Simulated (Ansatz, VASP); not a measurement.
**Two plane-wave programs on NaF**

Contents of INCAR:

```
SYSTEM = NaF
PREC = Accurate
ENCUT = 520
EDIFF = 1E-6
ISMEAR = 0
SIGMA = 0.05
LREAL = .False.
LASPH = .True.
NELM = 60
ALGO = Normal
ISIF = 2
LWAVE = .False.
LCHARG = .False.
GGA = PS
NBANDS = 14
```

File KPOINTS:

```
regular mesh
0
Gamma
  8 8 8
  0 0 0
```

Contents of POSCAR:

```
NaF
1.0
    0.0000000000      2.3233000000      2.2768340000
    2.3233000000      0.0000000000      2.2768340000
    2.3233000000      2.3233000000      0.0000000000
Na F
1 1
Direct
    0.0000000000      0.0000000000      0.0000000000
    0.5000000000      0.5000000000      0.5000000000
```

Input for Ansatz:

```yaml
crystal:
  lattice:
    - [0.0, 2.3233, 2.276834]
    - [2.3233, 0.0, 2.276834]
    - [2.3233, 2.3233, 0.0]
  atoms:
    - { symbol: Na, position: [0.0, 0.0, 0.0] }
    - { symbol: F, position: [0.5, 0.5, 0.5] }
basis:
  ecutwfc: 420
kpoints:
  mp_grid: { grid: [8, 8, 8] }
hamiltonian:
  xc: pbesol
scf:
  occupations: { method: gaussian, width: 0.05 }
output:
  forces: true
  stress: true
  eigenvalues: true
  write_density: true
  write_potential: true
  elf: true
  volumetric_format: npy
```

Change from the starting cell: strain -0.0200 x Voigt [0, 0, 1, 0, 0, 0], atoms carried along.

Alike in both runs: task single point; functional PBEsol; k mesh 8 × 8 × 8; occupations gaussian, width 0.05 eV; no spin polarisation.

|  | VASP | Ansatz |
| --- | --- | --- |
| version | VASP 6.6.1 | Ansatz 0.2.0 |
| potentials or method | VASP PAW PBE potentials, release 64 (Na_pv, F), cutoff 520 eV | scalar-relativistic, plane waves, PAW |
| valence electrons in the cell | 14 | 16 |

|  | VASP | Ansatz | Ansatz less VASP |
| --- | --- | --- | --- |
| gap on the k mesh at the Fermi level (eV) | 6.22 | 6.24 | +0.022 |
| least direct gap on the mesh (eV) | 6.22 | 6.24 | +0.022 |
| pressure (GPa) | 0.4 | 0.5 | +0.07 |
| traceless stress, the component that is largest in VASP (GPa) | 1.22 | 1.17 | -0.055 |

VASP's potentials were made for PBE, not for PBEsol. The functional is the same, so the differences come from potentials, cutoffs and numerics. VASP's potentials hold 14 valence electrons a cell and Ansatz's 16, so a difference there can come from the potentials and not from the codes.
